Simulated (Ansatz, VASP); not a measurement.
**One calculation of Al, two programs**

File POSCAR:

```
Al
1.0
    2.8310814264      0.0000000000      0.0000000000
   -1.4155407132      2.4517884355      0.0000000000
    0.0000000000      0.0000000000      4.8990817340
Al
2
Direct
    0.3333333333      0.6666666667      0.2500000000
    0.6666666667      0.3333333333      0.7500000000
```

Contents of INCAR.step1:

```
SYSTEM = Al
PREC = Accurate ; ENCUT = 520
EDIFF = 1E-5 ; ISMEAR = -1
SIGMA = 0.05 ; LREAL = .False.
LASPH = .True. ; NELM = 80
ALGO = Normal ; ISIF = 2
LWAVE = .True. ; NBANDS = 10
GGA = PE
```

Contents of INCAR.step2:

```
SYSTEM = Al
PREC = Accurate ; ENCUT = 520
EDIFF = 1E-6 ; ISMEAR = -1
SIGMA = 0.05 ; LREAL = .False.
LASPH = .True. ; NELM = 80
ALGO = Normal ; ISIF = 2
LWAVE = .False. ; LCHARG = .True.
GGA = PE ; LHFCALC = .True.
AEXX = 0.25 ; PRECFOCK = Normal
LELF = .True. ; LVHAR = .True.
NBANDS = 10 ; ISTART = 1
```

File KPOINTS:

```
Automatic mesh
0
Gamma
  6 6 4
  0 0 0
```

The input input.yaml:

```yaml
crystal:
  lattice:
    - [2.8310814264, 0.0, 0.0]
    - [-1.4155407132, 2.4517884355, 0.0]
    - [0.0, 0.0, 4.899081734]
  atoms:
    - { symbol: Al, position: [0.3333333333, 0.6666666667, 0.25] }
    - { symbol: Al, position: [0.6666666667, 0.3333333333, 0.75] }
hamiltonian:
  xc: pbe0
  pseudopotentials: { kind: paw }
kpoints:
  mp_grid: { grid: [6, 6, 4] }
scf:
  occupations: { method: fermi_dirac, width: 0.05 }
output:
  forces: true
  stress: true
  eigenvalues: true
```

Alike in both runs: task single point; functional PBE0; k mesh 6 × 6 × 4; occupations fermi-dirac, width 0.05 eV; no spin polarisation.

|  | VASP | Ansatz |
| --- | --- | --- |
| version | VASP 6.6.1 | Ansatz 0.2.0 |
| potentials or method | VASP PAW PBE potentials, release 64 (Al) | Ansatz PAW |
| plane-wave cutoff (eV) | 520 | 420 |
| valence electrons in the cell | 6 | 6 |

|  | VASP | Ansatz | Ansatz less VASP |
| --- | --- | --- | --- |
| gap on the k mesh at the Fermi level (eV) | none | none | - |
| pressure (GPa) | -1.6 | -1.6 | +0.02 |
| traceless stress, the component that is largest in VASP (GPa) | -2.01 | -1.97 | +0.042 |

A gap of «none» marks a metal or a gap that the smearing closes.

The k mesh is coarse, so the values compare programs but aren't converged.
